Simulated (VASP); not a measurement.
Here is a VASP 6.6.1 calculation.

The input INCAR:

```
SYSTEM = TiAl
PREC     = Accurate       ! precision mode
ENCUT    = 520            ! plane-wave cutoff, eV
EDIFF    = 1E-6           ! SCF threshold, eV
ISMEAR   = 0              ! smearing method
SIGMA    = 0.1            ! smearing width, eV
LREAL    = .FALSE.        ! projectors in reciprocal space
LASPH    = .TRUE.         ! aspherical terms in the spheres
NELM     = 60             ! most SCF steps
ALGO     = Normal         ! electronic algorithm
ISIF     = 2              ! what is computed and relaxed
LWAVE    = .FALSE.        ! write WAVECAR
LCHARG   = .FALSE.        ! write CHGCAR
GGA      = PS             ! functional
NBANDS   = 14             ! bands
```

The input KPOINTS:

```
Automatic mesh
0
G
  16 16 10
  0 0 0
```

File POSCAR:

```
TiAl
1.0
    2.7946360629      0.0000000000      0.0000000000
    0.0000000000      2.7946360629      0.0000000000
    0.0000000000      0.0000000000      3.8592859917
Ti Al
1 1
Direct
    0.5000000000      0.5000000000      0.5000000000
    0.0000000000      0.0000000000      0.0000000000
```

Potentials or basis: VASP PAW PBE potentials, release 64 (Ti_sv, Al).

The run is started by

```bash
$ cat potpaw_PBE.64/Ti_sv/POTCAR potpaw_PBE.64/Al/POTCAR > POTCAR
$ mpirun -np 1 vasp_std > vasp.out
```

Question: Estimate the pressure.

Answer: 5.9 GPa.

Stress tensor (GPa, compression positive):
```
4.87 0.00 0.00
0.00 4.87 0.00
0.00 0.00 7.96
```

Caveat: the cell differs from its parent crystal (strain along c alone, the other axes held: -4.5 %); the PAW data sets were made with another functional, which shifts forces and pressure a little.
